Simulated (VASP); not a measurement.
# Si2Sn (P-6m2) in VASP: notebook, part 3 of 3

VASP 6.6.1. The steps go on from the part before.

### Step 5. Relaxation of cell and atoms, PBE

File INCAR:

```
SYSTEM = Si2Sn
PREC = Accurate
ENCUT = 600
EDIFF = 1E-6
ISMEAR = 0
SIGMA = 0.1
LREAL = .False.
LASPH = .True.
NELM = 80
ALGO = Normal
ISIF = 3
LWAVE = .False.
LCHARG = .False.
GGA = PE
IBRION = 2
NSW = 90
EDIFFG = -0.04
```

File KPOINTS:

```
Automatic mesh
0
Gamma
  6 6 2
  0 0 0
```

File POSCAR:

```
Si2Sn
1.0
    3.0600986700      0.0000000000      0.0000000000
   -1.5300493300      2.6501231900      0.0000000000
    0.0000000000      0.0000000000     14.4183029100
Si Sn
4 2
Direct
    0.3333333300      0.6666666700      0.5000000000
    0.6666666700      0.3333333300      0.0000000000
    0.6666666700      0.3333333300      0.3333333300
    0.6666666700      0.3333333300      0.6666666700
    0.3333333300      0.6666666700      0.8333333300
    0.3333333300      0.6666666700      0.1666666700
```

Potentials or basis: VASP PAW PBE potentials, release 64 (Si, Sn_d).

Launch:

```
$ cat potpaw_PBE.64/Si/POTCAR potpaw_PBE.64/Sn_d/POTCAR > POTCAR
$ mpirun -np 1 vasp_std > vasp.out
```

OUTCAR:

```text
SYSTEM = Si2Sn
   PREC = Accurate
   ENCUT = 600
   EDIFF = 1E-6
   ISMEAR = 0
   LREAL = .False.
   LASPH = .True.
   NELM = 80
   ISIF = 3
   GGA = PE
   IBRION = 2
   NSW = 90
   EDIFFG = -0.04

 ion  position               nearest neighbor table
   1  0.333  0.667  0.500-   3 2.98   4 2.98   3 2.98   4 2.98   3 2.98   4 2.98
   2  0.667  0.333  0.000-   5 2.98   6 2.98   5 2.98   6 2.98   5 2.98   6 2.98
   3  0.667  0.333  0.333-   6 2.98   6 2.98   6 2.98   1 2.98   1 2.98   1 2.98
   4  0.667  0.333  0.667-   5 2.98   5 2.98   5 2.98   1 2.98   1 2.98   1 2.98
   5  0.333  0.667  0.833-   4 2.98   4 2.98   4 2.98   2 2.98   2 2.98   2 2.98
   6  0.333  0.667  0.167-   3 2.98   3 2.98   3 2.98   2 2.98   2 2.98   2 2.98

  LATTYP: Found a hexagonal cell.
 ALAT       =     3.0600986700
 C/A-ratio  =     4.7117117665

  Lattice vectors:

 A1 = (   3.0600986700,   0.0000000000,   0.0000000000)
[... 183 lines left out ...]
  Total        2.6377336      2.6377336     -1.4738008      0.0000000      0.0000000      0.0000000
  in kB       36.1431399     36.1431400    -20.1945295      0.0000001      0.0000000      0.0000000
  external PRESSURE =      17.3639168 kB  Pullay stress =       0.0000000 kB
[... 930 lines left out ...]
     25       6.8099      0.00001
     26       7.0507      0.00000

[... ionic steps 4 to 36 ...]

--------------------------------------- Ionic step       37  -------------------------------------------

 number of electron      44.0000019 magnetization

------------------------ aborting loop because EDIFF is reached ----------------------------------------
[... 75 lines left out ...]
--------------------------------------- Ionic step       39  -------------------------------------------

 number of electron      44.0000016 magnetization

 Free energy of the ion-electron system (eV)
  ---------------------------------------------------
  ext. energy  EPLUGINS =         0.00000000
  ---------------------------------------------------
  free energy    TOTEN  =       -27.10012070 eV

  energy without entropy =      -27.09271712  energy(sigma->0) =      -27.09641891

 E-fermi :   7.7769     XC(G=0): -10.3044

 val. band max:        7.6521002668   @ k =   0.0000   0.0000   0.0000
 cond. band min:       7.7826143833   @ k =   0.1667   0.1667   0.0000
 fundamental gap:      0.1305141165
 Fermi energy:         7.7768673001
[... 437 lines left out ...]
  FREE ENERGIE OF THE ION-ELECTRON SYSTEM (eV)
  ---------------------------------------------------
  free  energy   TOTEN  =       -27.1001206998 eV

  energy  without entropy=      -27.0927171214  energy(sigma->0) =      -27.09641891

 reached required accuracy - stopping structural energy minimisation
```

It took 17 min on 1 thread of Intel Xeon Platinum 8259CL at 2.50GHz (Skylake/Cascade Lake), shared host; peak memory 0.28 GiB.

What came out:

- Free energy: -27.1001 eV
- Relaxed volume: 20.63 Å³/atom
- Relaxed cell: a = 3.673 Å, b = 3.673 Å, c = 10.593 Å, α = 90.00°, β = 90.00°, γ = 120.00°
- Space group after relaxing (to 0.05 Å): P-6m2 (No. 187)
- Energy gained by relaxing: 306.5 meV/atom
- Ionic steps: 39
- Pressure after relaxing: 0.1 GPa
- Largest force after relaxing: 0.016 eV/Å
- Band gap on the k mesh: zero (band 22 reaches 9.97 eV, above the bottom of band 23 at 5.65 eV)

Forces on the atoms (eV/Å):
```
Si   0.000  0.000  0.000
Si   0.000  0.000  0.000
Si   0.000  0.000 -0.016
Si   0.000  0.000  0.016
Sn   0.000  0.000  0.015
Sn   0.000  0.000 -0.015
```

Step by step:
```csv
step,energy change (eV),largest force (eV/Å),pressure (GPa),volume (Å³)
1,0.0000,1.1267,1.74,116.93
2,-0.1855,1.0420,-0.79,120.49
3,-0.2985,0.8264,-3.84,125.80
4,-0.4462,0.8752,-2.80,123.32
5,-0.7068,0.6789,2.53,115.85
6,0.0983,1.9594,24.86,100.71
7,-0.6737,0.6667,3.78,114.02
8,-0.6957,0.7838,6.11,111.43
9,-0.8040,0.8952,6.36,111.39
10,-1.0072,0.8056,8.22,111.14
11,-1.1838,0.6064,6.18,113.97
12,-1.5645,0.0924,1.04,122.61
13,-1.2329,0.9936,-4.84,140.61
14,-1.6156,0.1696,-1.45,128.27
15,-1.6213,0.0635,-0.86,126.80
16,-1.6212,0.0769,-1.00,127.12
17,-1.6292,0.2018,-0.84,127.01
18,-1.6309,0.2930,-0.74,126.93
19,-1.6374,0.2755,-0.44,126.21
20,-1.6485,0.2560,0.45,124.07
21,-1.6499,0.2574,0.88,123.08
22,-1.6555,0.2504,0.82,122.94
23,-1.6749,0.2021,0.80,122.52
24,-1.7154,0.0760,1.01,121.66
25,-1.7759,0.3282,1.80,119.87
26,-1.7888,0.3512,1.59,120.18
27,-1.8013,0.4112,1.16,120.73
28,-1.7877,0.4892,0.74,121.78
29,-1.8044,0.4238,1.02,120.98
30,-1.8049,0.4325,0.92,121.17
31,-1.8126,0.3801,0.72,121.57
32,-1.8291,0.2266,0.22,122.79
33,-1.8321,0.1378,-0.74,125.26
34,-1.8359,0.1289,-0.29,124.17
35,-1.8372,0.1010,-0.10,123.89
36,-1.8379,0.0761,0.09,123.63
37,-1.8379,0.0683,0.17,123.54
38,-1.8387,0.0460,0.12,123.65
39,-1.8391,0.0160,0.06,123.79
```

Final structure:
```
Si Sn
1.0
     3.67327    0.00000    0.00000
    -1.83664    3.18115    0.00000
     0.00000    0.00000   10.59343
Si Sn
4 2
Direct
  0.33333 0.66667 0.50000
  0.66667 0.33333 0.00000
  0.66667 0.33333 0.36997
  0.66667 0.33333 0.63003
  0.33333 0.66667 0.82764
  0.33333 0.66667 0.17236
```

Caveat: the k points lie up to 0.33 Å⁻¹ apart in the final cell; spin-orbit coupling is left out, which moves the levels of the heavy elements.

### Step 6. Relaxation of cell and atoms, PBE

This run uses another cell than the first one, of 20.63 Å³/atom, 1.059 times its volume.

File INCAR:

```
SYSTEM = Si2Sn
ALGO = Normal
EDIFF = 1E-6
EDIFFG = -0.01
ENCUT = 600
GGA = PE
IBRION = 2
ISIF = 3
ISMEAR = 0
LASPH = .TRUE.
LCHARG = .FALSE.
LREAL = .FALSE.
LWAVE = .FALSE.
NELM = 60
NSW = 100
PREC = Accurate
SIGMA = 0.1
```

File KPOINTS:

```
k-points
0
G
  12 12 4
  0 0 0
```

File POSCAR:

```
Si2Sn
1.0
    3.6739175418      0.0000000000      0.0000000000
   -1.8369587709      3.1817059226      0.0000000000
    0.0000000000      0.0000000000     10.5907259288
Si Sn
4 2
Direct
    0.3333333333      0.6666666667      0.5000000000
    0.6666666667      0.3333333333      0.0000000000
    0.6666666667      0.3333333333      0.3698301696
    0.6666666667      0.3333333333      0.6301698304
    0.3333333333      0.6666666667      0.8277593856
    0.3333333333      0.6666666667      0.1722406144
```

Potentials or basis: VASP PAW PBE potentials, release 64 (Si, Sn_d).

Launch:

```
$ cat potpaw_PBE.64/Si/POTCAR potpaw_PBE.64/Sn_d/POTCAR > POTCAR
$ mpirun -np 1 vasp_std > vasp.out
```

OUTCAR:

```text
SYSTEM = Si2Sn
   EDIFF = 1E-6
   EDIFFG = -0.01
   ENCUT = 600
   GGA = PE
   IBRION = 2
   ISIF = 3
   ISMEAR = 0
   LASPH = .TRUE.
   LREAL = .FALSE.
   NELM = 60
   NSW = 100
   PREC = Accurate

 ion  position               nearest neighbor table
   1  0.333  0.667  0.500-   3 2.53   4 2.53   3 2.53   4 2.53   3 2.53   4 2.53
   2  0.667  0.333  0.000-   5 2.80   6 2.80   5 2.80   6 2.80   5 2.80   6 2.80
   3  0.667  0.333  0.370-   1 2.53   1 2.53   1 2.53   4 2.76   6 2.98   6 2.98   6 2.98
   4  0.667  0.333  0.630-   1 2.53   1 2.53   1 2.53   3 2.76   5 2.98   5 2.98   5 2.98
   5  0.333  0.667  0.828-   2 2.80   2 2.80   2 2.80   4 2.98   4 2.98   4 2.98   6 3.65
   6  0.333  0.667  0.172-   2 2.80   2 2.80   2 2.80   3 2.98   3 2.98   3 2.98   5 3.65

  LATTYP: Found a hexagonal cell.
 ALAT       =     3.6739175418
 C/A-ratio  =     2.8826792676

  Lattice vectors:

 A1 = (   3.6739175418,   0.0000000000,   0.0000000000)
 A2 = (  -1.8369587709,   3.1817059226,   0.0000000000)
 A3 = (   0.0000000000,   0.0000000000,  10.5907259288)

Analysis of symmetry for initial positions (statically):
=====================================================================
 Subroutine PRICEL returns:
 Original cell was already a primitive cell.

 Routine SETGRP: Setting up the symmetry group for a
 hexagonal supercell.

 Subroutine GETGRP returns: Found 12 space group operations
 (whereof 12 operations were pure point group operations)
 out of a pool of 24 trial point group operations.

The static configuration has the point symmetry D_3h.

Analysis of symmetry for dynamics (positions and initial velocities):
=====================================================================
 Subroutine PRICEL returns:
 Original cell was already a primitive cell.

 Routine SETGRP: Setting up the symmetry group for a
 hexagonal supercell.

 Subroutine GETGRP returns: Found 12 space group operations
 (whereof 12 operations were pure point group operations)
 out of a pool of 24 trial point group operations.

The dynamic configuration has the point symmetry D_3h.

 Subroutine INISYM returns: Found 12 space group operations
 (whereof 12 operations are pure point group operations),
 and found     1 'primitive' translations

----------------------------------------------------------------------------------------

                                     Primitive cell

  volume of cell :     123.7984

  direct lattice vectors                    reciprocal lattice vectors
     3.673917542  0.000000000  0.000000000     0.272189016  0.157148402  0.000000000
    -1.836958771  3.181705923  0.000000000     0.000000000  0.314296803  0.000000000
     0.000000000  0.000000000 10.590725929     0.000000000  0.000000000  0.094422234

  length of vectors
     3.673917542  3.673917542 10.590725929     0.314296803  0.314296803  0.094422234

  position of ions in fractional coordinates (direct lattice)
     0.333333333  0.666666667  0.500000000
     0.666666667  0.333333333  0.000000000
     0.666666667  0.333333333  0.369830170
     0.666666667  0.333333333  0.630169830
     0.333333333  0.666666667  0.827759386
[... 74 lines left out ...]
   ISTART =      0    job   : 0-new  1-cont  2-samecut
   ICHARG =      2    charge: 1-file 2-atom 10-const
   ISPIN  =      1    spin polarized calculation?
   LNONCOLLINEAR =      F non collinear calculations
   LSORBIT =      F    spin-orbit coupling
   LASPH  =      T    aspherical Exc in radial PAW
   ENCUT  =  600.0 eV  44.10 Ry    6.64 a.u.   7.34  7.34 21.15*2*pi/ulx,y,z
   NELM   =     60;   NELMIN=  2; NELMDL= -5     # of ELM steps
   EDIFF  = 0.1E-05   stopping-criterion for ELM
   LREAL  =      F    real-space projection
   EDIFFG = -.1E-01   stopping-criterion for IOM
   NSW    =    100    number of steps for IOM
   IBRION =      2    ionic relax: 0-MD 1-quasi-New 2-CG
   NFREE  =      1    steps in history (QN), initial steepest desc. (CG)
   ISIF   =      3    stress and relaxation
   ISYM   =      2    0-nonsym 1-usesym 2-fastsym
   POTIM  = 0.5000    time-step for ionic-motion
   TEBEG  =    0.0;   TEEND  =   0.0 temperature during run
   PSTRESS=    0.0 pullay stress
   NELECT =      44.0000    total number of electrons
   NUPDOWN=      -1.0000    fix difference up-down
   EMIN   =  10.00;   EMAX   =-10.00  energy-range for DOS
   EFERMI =   0.00;   METHOD = LEGACY
   ISMEAR =     0;   SIGMA  =   0.10  broadening in eV -4-tet -1-fermi 0-gaus
   EFERMI_NEDOS =   21; number of points for ismear=-14 and -15
   IALGO  =     38    algorithm
   IMIX   =      4    mixing-type and parameters
     AMIX     =   0.40;   BMIX     =  1.00
     AMIX_MAG =   1.60;   BMIX_MAG =  1.00
  volume/ion in A,a.u.               =      20.63       139.24
  Fermi-wavevector in a.u.,A,eV,Ry     =   1.159633  2.191389 18.296425  1.344749
  Thomas-Fermi vector in A             =   2.296224
   LORBIT       =      0    0 simple, 1 ext, 2 COOP (PROOUT), +10 PAW based schemes
   GGA     = PE    functional components
   LHFCALC =     F    Hartree Fock is set to
   AEXX    =    0.0000 exact exchange contribution
   IVDW    =     0    specifies the selected vdW correction
   LEPSILON=     F    determine dielectric tensor
   LRPA    =     F    only Hartree local field effects (RPA)
 conjugate gradient relaxation of ions
 non-spin polarized calculation
 Gauss-broadening in eV      SIGMA  =   0.10
  energy-cutoff  :      600.00
  volume of cell :      123.80
 maximum number of plane-waves:      4177
 NGX is ok and might be reduce to    30
   NGX = 15   NGY = 15   NGZ = 43

--------------------------------------- Ionic step        1  -------------------------------------------

 number of electron      43.9999996 magnetization

 Free energy of the ion-electron system (eV)
  ---------------------------------------------------
  ext. energy  EPLUGINS =         0.00000000
  ---------------------------------------------------
  free energy    TOTEN  =       -27.05901354 eV

  energy without entropy =      -27.04914477  energy(sigma->0) =      -27.05407916

------------------------ aborting loop because EDIFF is reached ----------------------------------------

  FORCE on cell =-STRESS in cart. coord.  units (eV):
  Direction    XX          YY          ZZ          XY          YZ          ZX
  --------------------------------------------------------------------------------------
  -------------------------------------------------------------------------------------
  Total       -0.3617839     -0.3617839      1.5768322      0.0000000      0.0000000     -0.0000000
  in kB       -4.6821425     -4.6821425     20.4070814      0.0000000      0.0000000     -0.0000000
  external PRESSURE =       3.6809321 kB  Pullay stress =       0.0000000 kB
[... 101 lines left out ...]
  FREE ENERGIE OF THE ION-ELECTRON SYSTEM (eV)
  ---------------------------------------------------
  free  energy   TOTEN  =       -27.0763598887 eV

  energy  without entropy=      -27.0670437633  energy(sigma->0) =      -27.07170183

[... ionic steps 4 to 10 ...]

--------------------------------------- Ionic step       11  -------------------------------------------

 number of electron      43.9999993 magnetization

------------------------ aborting loop because EDIFF is reached ----------------------------------------
[... 75 lines left out ...]
--------------------------------------- Ionic step       13  -------------------------------------------

 number of electron      43.9999994 magnetization

 Free energy of the ion-electron system (eV)
  ---------------------------------------------------
  ext. energy  EPLUGINS =         0.00000000
  ---------------------------------------------------
  free energy    TOTEN  =       -27.08661221 eV

  energy without entropy =      -27.07677474  energy(sigma->0) =      -27.08169347

 E-fermi :   7.6894     XC(G=0): -10.2517

 val. band max:        7.6811265689   @ k =   0.4167   0.0000   0.2500
 cond. band min:       7.7346165405   @ k =   0.2500   0.0000   0.2500
 fundamental gap:      0.0534899716
 Fermi energy:         7.6894490216

 k-point     1 :       0.0000    0.0000    0.0000
  band No.  band energies     occupation
      1     -13.7244      2.00000
      2     -13.7244      2.00000
      3     -13.7239      2.00000
      4     -13.7217      2.00000
      5     -13.7217      2.00000
      6     -13.6837      2.00000
[... 685 lines left out ...]
     25       8.7520      0.00000
     26       9.7610      0.00000

 [... further k-points ...]

------------------------ aborting loop because EDIFF is reached ----------------------------------------

  FORCE on cell =-STRESS in cart. coord.  units (eV):
  Direction    XX          YY          ZZ          XY          YZ          ZX
  --------------------------------------------------------------------------------------
  -------------------------------------------------------------------------------------
  Total        0.0171440      0.0171440      0.0069252      0.0000000      0.0000000     -0.0000000
  in kB        0.2194307      0.2194307      0.0886375      0.0000000      0.0000000     -0.0000000
  external PRESSURE =       0.1758330 kB  Pullay stress =       0.0000000 kB
[... 21 lines left out ...]
  FREE ENERGIE OF THE ION-ELECTRON SYSTEM (eV)
  ---------------------------------------------------
  free  energy   TOTEN  =       -27.0866122090 eV

  energy  without entropy=      -27.0767747362  energy(sigma->0) =      -27.08169347

 reached required accuracy - stopping structural energy minimisation
```

OSZICAR:

```text
N       E                     dE             d eps       ncg     rms          rms(c)
DAV:   1     0.365427437039E+03    0.36543E+03   -0.22490E+04  2966   0.225E+03
DAV:   2     0.199131443990E+02   -0.34551E+03   -0.34035E+03  2980   0.525E+02
DAV:   3    -0.253251662724E+02   -0.45238E+02   -0.43781E+02  3740   0.162E+02
[... 99 lines left out ...]
DAV:   1    -0.270869148793E+02   -0.36955E-03   -0.30119E-02  4602   0.136E+00    0.101E-01
DAV:   2    -0.270866898867E+02    0.22499E-03   -0.69456E-04  3652   0.326E-01    0.494E-02
DAV:   3    -0.270866183011E+02    0.71586E-04   -0.25802E-04  3772   0.201E-01    0.939E-03
DAV:   4    -0.270866129723E+02    0.53288E-05   -0.29794E-05  3604   0.565E-02    0.411E-03
DAV:   5    -0.270866122090E+02    0.76333E-06   -0.13511E-06  1750   0.109E-02
  13 F= -.27086612E+02 E0= -.27081693E+02  d E =-.679217E-04
```

Wall time 24 min (1 thread of Intel Xeon Platinum 8259CL at 2.50GHz (Skylake/Cascade Lake), shared host); peak memory 0.41 GiB.

What came out:

| Item | Value |
| --- | --- |
| Free energy | -27.0866 eV |
| Relaxed volume | 20.86 Å³/atom |
| Relaxed cell | a = 3.661 Å, b = 3.661 Å, c = 10.785 Å, α = 90.00°, β = 90.00°, γ = 120.00° |
| Space group after relaxing (to 0.05 Å) | P-6m2 (No. 187) |
| Energy gained by relaxing | 4.6 meV/atom |
| Ionic steps | 13 |
| Pressure after relaxing | 0.0 GPa |
| Band gap on the k mesh | zero (band 22 reaches 9.76 eV, above the bottom of band 23 at 5.59 eV) |

The path:
| step | energy change (eV) | largest force (eV/Å) | pressure (GPa) | volume (Å³) |
| --- | --- | --- | --- | --- |
| 1 | 0.0000 | 0.1649 | 0.37 | 123.80 |
| 2 | -0.0165 | 0.2134 | -0.20 | 124.64 |
| 3 | -0.0173 | 0.2353 | -0.34 | 124.87 |
| 4 | -0.0238 | 0.1107 | 0.11 | 124.33 |
| 5 | -0.0247 | 0.0485 | 0.38 | 124.03 |
| 6 | -0.0269 | 0.0453 | 0.08 | 124.87 |
| 7 | -0.0270 | 0.0449 | 0.01 | 125.08 |
| 8 | -0.0270 | 0.0451 | -0.01 | 125.11 |
| 9 | -0.0273 | 0.0308 | -0.02 | 125.18 |
| 10 | -0.0275 | 0.0144 | -0.05 | 125.26 |
| 11 | -0.0275 | 0.0098 | -0.07 | 125.30 |
| 12 | -0.0275 | 0.0102 | 0.09 | 125.06 |
| 13 | -0.0276 | 0.0017 | 0.02 | 125.18 |

Final structure:
```
Si Sn
1.0
     3.66095    0.00000    0.00000
    -1.83047    3.17047    0.00000
     0.00000    0.00000   10.78470
Si Sn
4 2
Cartesian
  0.0000 2.1136 5.3924
  1.8305 1.0568 0.0000
  1.8305 1.0568 4.0251
  1.8305 1.0568 6.7597
  0.0000 2.1136 8.9697
  0.0000 2.1136 1.8150
```

Levels at points of the mesh, in eV from the Fermi level:
```csv
k point,band 20,band 21,band 22,band 23,band 24,band 25
"(0.00, 0.00, 0.00)",1.53,1.53,1.58,2.37,2.37,2.93
"(0.50, 0.00, 0.00)",-2.59,-1.85,-0.65,0.22,0.35,1.39
"(0.00, 0.00, 0.50)",1.39,1.39,2.07,2.68,2.68,2.93
"(0.50, 0.00, 0.50)",-1.52,-1.29,-0.87,0.30,0.47,0.93
```

Caveat: spin-orbit coupling is left out, which moves the levels of the heavy elements.

### Step 7. Summary

```tsv
task	cell	k mesh	cutoff (eV)	gap on the mesh (eV)	pressure (GPa)	relaxed volume (Å³/atom)	largest force (eV/Å)
single point	a = 3.060, b = 3.060, c = 14.418 Å, angles 90.0, 90.0, 120.0°, 6 atoms	6 × 6 × 2	520	none	1.7	-	1.13
single point	a = 3.674, b = 3.674, c = 10.591 Å, angles 90.0, 90.0, 120.0°, 6 atoms	6 × 6 × 2	520	none	0.0	-	0.01
single point	a = 3.662, b = 3.662, c = 10.785 Å, angles 90.0, 90.0, 120.0°, 6 atoms	12 × 12 × 4	520	none	0.0	-	0.01
relaxation of cell and atoms	relaxed from a = 3.060, b = 3.060, c = 14.418 Å, angles 90.0, 90.0, 120.0°, 6 atoms	6 × 6 × 2	600	none	0.1	20.63	0.02
relaxation of cell and atoms	relaxed from a = 3.674, b = 3.674, c = 10.591 Å, angles 90.0, 90.0, 120.0°, 6 atoms	12 × 12 × 4	600	none	0.0	20.86	-
```

Alike in all rows: level PBE; potentials or basis VASP PAW PBE potentials, release 64 (Si, Sn_d); no spin polarisation; smearing gaussian 0.1 eV.

Caveats: some runs use coarse meshes; spin-orbit coupling is left out, which moves the levels of the heavy elements; forces of over 1 eV/Å act on the atoms, so gaps and moduli don't describe the material at rest (some runs).

Total energies depend on the potentials used, so only differences within one code and one set of settings carry meaning.
